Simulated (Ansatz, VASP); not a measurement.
**InAgF2: VASP beside Ansatz**

```
In Ag F
1.0
     3.41025    0.00000    0.00000
    -1.70512    2.95336    0.00000
     0.00000    0.00000    5.61757
In Ag F
1 1 2
Direct
  0.00000 0.00000 0.00000
  0.00000 0.00000 0.50000
  0.33333 0.66667 0.75872
  0.66667 0.33333 0.24128
```

Alike in both runs: task single point; functional PBE; k mesh 6 × 6 × 4; occupations gaussian, width 0.1 eV; collinear spin.

```csv
,VASP,Ansatz
version,VASP 6.6.1,Ansatz 0.2.0
potentials or method,"VASP PAW PBE potentials, release 64 (In_d, Ag, F), cutoff 520 eV","scalar-relativistic, plane waves, PAW"
valence electrons in the cell,38,46
```

```tsv
	VASP	Ansatz	Ansatz less VASP
gap on the k mesh at the Fermi level (eV)	none	none	-
pressure (GPa)	23.8	24.0	+0.20
traceless stress, the component that is largest in VASP (GPa)	1.28	1.25	-0.030
rms of the force components (eV/Å)	0.294	0.286	-0.0079
net moment per atom (μB)	0.00	0.00	0.000
```

Atom by atom the forces differ by 0.008 eV/Å (rms over components). A gap of «none» marks a metal or a gap that the smearing closes. VASP's potentials hold 38 valence electrons a cell and Ansatz's 46, so a difference there can come from the potentials and not from the codes. Ansatz's warnings: seeded moment not kept.
